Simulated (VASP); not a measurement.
# AlGa2P3 (P1) in VASP: relaxation of cell and atoms with PBE

Aim: the relaxation of cell and atoms of AlGa2P3 with PBE.

Everything below comes from runs of VASP 6.6.1. Logs are shortened: lines on timing, memory, paths and dates and some standing lists are left out, and cuts for length are marked.

### Step 1. The cell of the first run

The typed cell holds 12 atoms: a = 3.868 Å, b = 3.930 Å, c = 19.234 Å, α = 89.76°, β = 89.64°, γ = 121.45°.

### Step 2. Relaxation of cell and atoms, PBE

INCAR reads:

```
PREC = Accurate
ENCUT = 600
EDIFF = 1E-6
ISMEAR = 0
SIGMA = 0.1
LREAL = False
LASPH = True
NELM = 60
ALGO = Normal
ISIF = 3
LWAVE = False
LCHARG = False
GGA = PE
IBRION = 2
NSW = 80
EDIFFG = -0.025
```

KPOINTS reads:

```
regular mesh
0
Gamma
  6 6 1
```

POSCAR reads:

```
AlGa2P3
1.0
    3.8669865099     -0.0675065292      0.0124826091
   -1.9919556740      3.3876758763      0.0084347915
    0.0616482418      0.0836941775     19.2336160927
Al Ga P
2 4 6
Direct
    0.6577966406      0.3175278552      0.8351114198
    0.3359261749      0.6533823155      0.3309742034
    0.6749251017      0.3352839560      0.1653164829
    0.6583904632      0.3195233963      0.4955563695
    0.3294002974      0.6597696834     -0.0002499907
    0.3265855913      0.6674025526      0.6644020067
    0.7054703939      0.3470790801      0.2937276819
    0.6898124373      0.3445183574      0.6252369679
    0.6364177836      0.3189786630      0.9569064581
    0.3245612221      0.6812473271      0.1258118813
    0.3450431128      0.6791061119      0.4631312774
    0.3156707812      0.6761807017      0.7920752419
```

Potentials or basis: VASP PAW PBE potentials, release 64 (Al, Ga_d, P).

The run is started by

```sh
$ cat potpaw_PBE.64/Al/POTCAR potpaw_PBE.64/Ga_d/POTCAR potpaw_PBE.64/P/POTCAR > POTCAR
$ mpirun -np 1 vasp_std > vasp.out
```

OUTCAR:

```text
PREC = Accurate
   ENCUT = 600
   EDIFF = 1E-6
   ISMEAR = 0
   LREAL = False
   LASPH = True
   NELM = 60
   ISIF = 3
   GGA = PE
   IBRION = 2
   NSW = 80
   EDIFFG = -0.025

 ion  position               nearest neighbor table
   1  0.658  0.318  0.835-  12 2.31  12 2.32   9 2.34  12 2.52
   2  0.336  0.653  0.331-   7 2.21   7 2.41   7 2.43  11 2.54
   3  0.675  0.335  0.165-  10 2.27  10 2.33   7 2.47  10 2.49
   4  0.658  0.320  0.496-  11 2.24  11 2.34  11 2.38   8 2.50
   5  0.329  0.660  1.000-   9 2.35   9 2.36  10 2.43   9 2.44
   6  0.327  0.667  0.664-   8 2.24   8 2.39   8 2.45  12 2.46
   7  0.705  0.347  0.294-   2 2.21   2 2.41   2 2.43   3 2.47
   8  0.690  0.345  0.625-   6 2.24   6 2.39   6 2.45   4 2.50
   9  0.636  0.319  0.957-   1 2.34   5 2.35   5 2.36   5 2.44
  10  0.325  0.681  0.126-   3 2.27   3 2.33   5 2.43   3 2.49
  11  0.345  0.679  0.463-   4 2.24   4 2.34   4 2.38   2 2.54
  12  0.316  0.676  0.792-   1 2.31   1 2.32   6 2.46   1 2.52

  LATTYP: Found a triclinic cell.
 ALAT       =     3.8130962047
 B/A-ratio  =     1.7307118378
 C/A-ratio  =     5.4572284174
 COS(alpha) =     0.0031416311
 COS(beta)  =     0.1993976315
 COS(gamma) =     0.8570385934

  Lattice vectors:

 A1 = (  -1.8750308359,  -3.3201693471,  -0.0209174006)
 A2 = (  -5.7420173458,  -3.2526628179,  -0.0334000097)
 A3 = (   3.9222631062,  -6.8590459301, -19.2504856757)

Analysis of symmetry for initial positions (statically):
=====================================================================
 Subroutine PRICEL returns:
 Original cell was already a primitive cell.

 Routine SETGRP: Setting up the symmetry group for a
 triclinic supercell.

 Subroutine GETGRP returns: Found  1 space group operations
 (whereof  1 operations were pure point group operations)
 out of a pool of  2 trial point group operations.

The static configuration has the point symmetry C_1 .

Analysis of symmetry for dynamics (positions and initial velocities):
=====================================================================
 Subroutine PRICEL returns:
 Original cell was already a primitive cell.

 Routine SETGRP: Setting up the symmetry group for a
 triclinic supercell.

 Subroutine GETGRP returns: Found  1 space group operations
 (whereof  1 operations were pure point group operations)
 out of a pool of  2 trial point group operations.

The dynamic configuration has the point symmetry C_1 .

 Subroutine INISYM returns: Found  1 space group operations
 (whereof  1 operations are pure point group operations),
 and found     1 'primitive' translations

----------------------------------------------------------------------------------------

                                     Primitive cell

  volume of cell :     249.3684

  direct lattice vectors                    reciprocal lattice vectors
     3.866986510 -0.067506529  0.012482609     0.261286280  0.153640257 -0.001506042
    -1.991955674  3.387675876  0.008434792     0.005210922  0.298254925 -0.001314545
     0.061648242  0.083694177 19.233616093    -0.000171860 -0.000230510  0.051993857

  length of vectors
     3.867595844  3.929924477 19.233896985     0.303114033  0.298303338  0.051994652

  position of ions in fractional coordinates (direct lattice)
     0.657796641  0.317527855  0.835111420
     0.335926175  0.653382315  0.330974203
     0.674925102  0.335283956  0.165316483
     0.658390463  0.319523396  0.495556370
     0.329400297  0.659769683  0.999750009
     0.326585591  0.667402553  0.664402007
     0.705470394  0.347079080  0.293727682
     0.689812437  0.344518357  0.625236968
     0.636417784  0.318978663  0.956906458
     0.324561222  0.681247327  0.125811881
     0.345043113  0.679106112  0.463131277
     0.315670781  0.676180702  0.792075242

  ion indices of the primitive-cell ions
   primitive index   ion index
                 1           1
                 2           2
                 3           3
                 4           4
                 5           5
                 6           6
                 7           7
                 8           8
                 9           9
                10          10
                11          11
                12          12

----------------------------------------------------------------------------------------

 KPOINTS: regular mesh

Automatic generation of k-mesh.
 Grid dimensions read from file:
 generate k-points for:    6    6    1

 Generating k-lattice:

  Cartesian coordinates                     Fractional coordinates (reciprocal lattice)
     0.043547713  0.025606709 -0.000251007     0.166666667 -0.000000000  0.000000000
     0.000868487  0.049709154 -0.000219091    -0.000000000  0.166666667  0.000000000
    -0.000171860 -0.000230510  0.051993857     0.000000000  0.000000000  1.000000000

  Length of vectors
     0.050519005  0.049717223  0.051994652

  Shift w.r.t. Gamma in fractional coordinates (k-lattice)
     0.000000000  0.000000000  0.000000000

 Subroutine IBZKPT returns following result:
 ===========================================

 Found     20 irreducible k-points:

 Following reciprocal coordinates:
            Coordinates               Weight
  0.000000  0.000000  0.000000      1.000000
  0.166667 -0.000000 -0.000000      2.000000
  0.333333 -0.000000  0.000000      2.000000
  0.500000 -0.000000  0.000000      1.000000
 -0.000000  0.166667  0.000000      2.000000
  0.166667  0.166667  0.000000      2.000000
[... 12 lines left out ...]
  0.333333  0.500000  0.000000      2.000000
  0.500000  0.500000  0.000000      1.000000
   k-points           NKPTS =     20   k-points in BZ     NKDIM =     20   number of bands    NBANDS=     52
   number of dos      NEDOS =    301   number of ions     NIONS =     12
   total plane-waves  NPLWV = 163840
   dimension x,y,z NGX =    32 NGY =   32 NGZ =  160
   dimension x,y,z NGXF=    64 NGYF=   64 NGZF=  320
   ions per type =               2   4   6
   NGX,Y,Z   is equivalent  to a cutoff of  13.75, 13.54, 13.83 a.u.
   NGXF,Y,Z  is equivalent  to a cutoff of  27.51, 27.07, 27.66 a.u.
 SYSTEM =  unknown system
   PREC   = accura    normal or accurate (medium, high low for compatibility)
   ISTART =      0    job   : 0-new  1-cont  2-samecut
   ICHARG =      2    charge: 1-file 2-atom 10-const
   ISPIN  =      1    spin polarized calculation?
   LNONCOLLINEAR =      F non collinear calculations
   LSORBIT =      F    spin-orbit coupling
   LASPH  =      T    aspherical Exc in radial PAW
   ENCUT  =  600.0 eV  44.10 Ry    6.64 a.u.   7.72  7.85 38.41*2*pi/ulx,y,z
   NELM   =     60;   NELMIN=  2; NELMDL= -5     # of ELM steps
   EDIFF  = 0.1E-05   stopping-criterion for ELM
   LREAL  =      F    real-space projection
   EDIFFG = -.3E-01   stopping-criterion for IOM
   NSW    =     80    number of steps for IOM
   IBRION =      2    ionic relax: 0-MD 1-quasi-New 2-CG
   NFREE  =      1    steps in history (QN), initial steepest desc. (CG)
   ISIF   =      3    stress and relaxation
   ISYM   =      2    0-nonsym 1-usesym 2-fastsym
   POTIM  = 0.5000    time-step for ionic-motion
   TEBEG  =    0.0;   TEEND  =   0.0 temperature during run
   PSTRESS=    0.0 pullay stress
   NELECT =      88.0000    total number of electrons
   NUPDOWN=      -1.0000    fix difference up-down
   EMIN   =  10.00;   EMAX   =-10.00  energy-range for DOS
   EFERMI =   0.00;   METHOD = LEGACY
   ISMEAR =     0;   SIGMA  =   0.10  broadening in eV -4-tet -1-fermi 0-gaus
   EFERMI_NEDOS =   21; number of points for ismear=-14 and -15
   IALGO  =     38    algorithm
   IMIX   =      4    mixing-type and parameters
     AMIX     =   0.40;   BMIX     =  1.00
     AMIX_MAG =   1.60;   BMIX_MAG =  1.00
  volume/ion in A,a.u.               =      20.78       140.24
  Fermi-wavevector in a.u.,A,eV,Ry     =   1.156881  2.186187 18.209668  1.338373
  Thomas-Fermi vector in A             =   2.293497
   LORBIT       =      0    0 simple, 1 ext, 2 COOP (PROOUT), +10 PAW based schemes
   GGA     = PE    functional components
   LHFCALC =     F    Hartree Fock is set to
   AEXX    =    0.0000 exact exchange contribution
   IVDW    =     0    specifies the selected vdW correction
   LEPSILON=     F    determine dielectric tensor
   LRPA    =     F    only Hartree local field effects (RPA)
 conjugate gradient relaxation of ions
 non-spin polarized calculation
 Gauss-broadening in eV      SIGMA  =   0.10
  energy-cutoff  :      600.00
  volume of cell :      249.37
 maximum number of plane-waves:      8364
   NGX = 15   NGY = 15   NGZ = 77

--------------------------------------- Ionic step        1  -------------------------------------------

 number of electron      88.0000009 magnetization

 Free energy of the ion-electron system (eV)
  ---------------------------------------------------
  ext. energy  EPLUGINS =         0.00000000
  ---------------------------------------------------
  free energy    TOTEN  =       -56.37116960 eV

  energy without entropy =      -56.37116960  energy(sigma->0) =      -56.37116960

------------------------ aborting loop because EDIFF is reached ----------------------------------------

  FORCE on cell =-STRESS in cart. coord.  units (eV):
  Direction    XX          YY          ZZ          XY          YZ          ZX
  --------------------------------------------------------------------------------------
  -------------------------------------------------------------------------------------
  Total        3.6512965      4.2908936     -1.9426162      6.0020421      0.8630362     -0.3182165
  in kB       23.4593621     27.5687355    -12.4811929     38.5627623      5.5449562     -2.0445217
  external PRESSURE =      12.8489682 kB  Pullay stress =       0.0000000 kB
[... 119 lines left out ...]
  FREE ENERGIE OF THE ION-ELECTRON SYSTEM (eV)
  ---------------------------------------------------
  free  energy   TOTEN  =       -57.0132204855 eV

  energy  without entropy=      -57.0132204855  energy(sigma->0) =      -57.01322049

[... ionic steps 4 to 18 ...]

--------------------------------------- Ionic step       19  -------------------------------------------

 number of electron      88.0000012 magnetization

------------------------ aborting loop because EDIFF is reached ----------------------------------------

  FORCE on cell =-STRESS in cart. coord.  units (eV):
  Direction    XX          YY          ZZ          XY          YZ          ZX
  --------------------------------------------------------------------------------------
  -------------------------------------------------------------------------------------
  Total       -0.0167256     -0.0115627      0.0406143     -0.0593528      0.0395026     -0.0208925
  in kB       -0.1069825     -0.0739587      0.2597823     -0.3796394      0.2526713     -0.1336350
  external PRESSURE =       0.0262804 kB  Pullay stress =       0.0000000 kB
[... 77 lines left out ...]
  energy  without entropy=      -57.0959309527  energy(sigma->0) =      -57.09593095

--------------------------------------- Ionic step       21  -------------------------------------------

 number of electron      88.0000011 magnetization

 Free energy of the ion-electron system (eV)
  ---------------------------------------------------
  ext. energy  EPLUGINS =         0.00000000
  ---------------------------------------------------
  free energy    TOTEN  =       -57.09615354 eV

  energy without entropy =      -57.09615354  energy(sigma->0) =      -57.09615354

 E-fermi :   4.9237     XC(G=0):  -9.4912

 val. band max:        4.4643314194   @ k =   0.0000   0.0000   0.0000
 cond. band min:       5.8697494665   @ k =   0.5000  -0.0000   0.0000
 fundamental gap:      1.4054180470
 Fermi energy:         4.9236882206

 k-point     1 :       0.0000    0.0000    0.0000
  band No.  band energies     occupation
      1     -10.0765      2.00000
      2     -10.0747      2.00000
      3     -10.0396      2.00000
      4     -10.0349      2.00000
      5     -10.0162      2.00000
      6     -10.0155      2.00000
[... 1128 lines left out ...]
  FREE ENERGIE OF THE ION-ELECTRON SYSTEM (eV)
  ---------------------------------------------------
  free  energy   TOTEN  =       -57.0961535430 eV

  energy  without entropy=      -57.0961535430  energy(sigma->0) =      -57.09615354

 reached required accuracy - stopping structural energy minimisation
```

It took 61 min on 1 thread of Oxide Virtual Turin-like, shared host; peak memory 0.59 GiB.

What came out:

| Item | Value |
| --- | --- |
| Free energy | -57.0962 eV |
| Relaxed volume | 20.87 Å³/atom |
| Relaxed cell | a = 3.884 Å, b = 3.885 Å, c = 19.170 Å, α = 89.97°, β = 89.99°, γ = 120.00° |
| Space group after relaxing (to 0.1 Å) | P6_3mc (No. 186) |
| Energy gained by relaxing | 60.4 meV/atom |
| Ionic steps | 21 |
| Pressure after relaxing | 0.0 GPa |
| Largest force after relaxing | 0.023 eV/Å |
| Band gap on the k mesh | 1.41 eV (least direct gap 1.53 eV) |

Forces in eV/Å, atoms in the order of the input:
```
Al   0.006 -0.008  0.009
Al  -0.006 -0.006 -0.004
Ga  -0.008 -0.007  0.007
Ga  -0.007 -0.003 -0.007
Ga  -0.005 -0.008  0.009
Ga   0.001 -0.006 -0.010
P   -0.005  0.001  0.014
P    0.004  0.006 -0.019
P    0.022  0.006 -0.006
P    0.005  0.013  0.007
P   -0.017 -0.003  0.011
P    0.009  0.014 -0.011
```

Step by step:
| step | energy change (eV) | largest force (eV/Å) | pressure (GPa) | volume (Å³) |
| --- | --- | --- | --- | --- |
| 1 | 0.0000 | 2.1629 | 1.28 | 249.37 |
| 2 | -0.6010 | 0.6278 | -1.30 | 255.24 |
| 3 | -0.6421 | 0.5963 | -1.00 | 253.97 |
| 4 | -0.7067 | 0.2169 | 0.24 | 249.77 |
| 5 | -0.7069 | 0.2201 | 0.34 | 249.56 |
| 6 | -0.7160 | 0.0865 | -0.06 | 250.65 |
| 7 | -0.7162 | 0.1049 | -0.12 | 250.86 |
| 8 | -0.7189 | 0.0706 | -0.03 | 250.55 |
| 9 | -0.7192 | 0.0590 | 0.02 | 250.41 |
| 10 | -0.7201 | 0.0468 | 0.01 | 250.42 |
| 11 | -0.7204 | 0.0507 | 0.01 | 250.44 |
| 12 | -0.7213 | 0.0399 | -0.01 | 250.47 |
| 13 | -0.7223 | 0.0539 | -0.03 | 250.54 |
| 14 | -0.7222 | 0.0927 | -0.07 | 250.67 |
| 15 | -0.7226 | 0.0671 | -0.03 | 250.60 |
| 16 | -0.7231 | 0.0572 | -0.03 | 250.58 |
| 17 | -0.7242 | 0.0429 | 0.01 | 250.52 |
| 18 | -0.7234 | 0.0947 | 0.03 | 250.40 |
| 19 | -0.7244 | 0.0578 | 0.00 | 250.48 |
| 20 | -0.7248 | 0.0351 | 0.01 | 250.48 |
| 21 | -0.7250 | 0.0234 | 0.01 | 250.47 |

Final structure:
```
Al Ga P
1.0
     3.88370   -0.00042   -0.00001
    -1.94211    3.36447    0.00091
     0.00351    0.00776   19.16953
Al Ga P
2 4 6
Direct
  0.66116 0.33198 0.83301
  0.33842 0.66824 0.33288
  0.66677 0.33262 0.16654
  0.67276 0.33475 0.50020
  0.32856 0.66616 0.99989
  0.33265 0.66653 0.66703
  0.67140 0.33474 0.29144
  0.66640 0.33318 0.62507
  0.66125 0.33262 0.95772
  0.33278 0.66571 0.12461
  0.33986 0.66829 0.45773
  0.32799 0.66517 0.79185
```

A k mesh can miss the band edges.
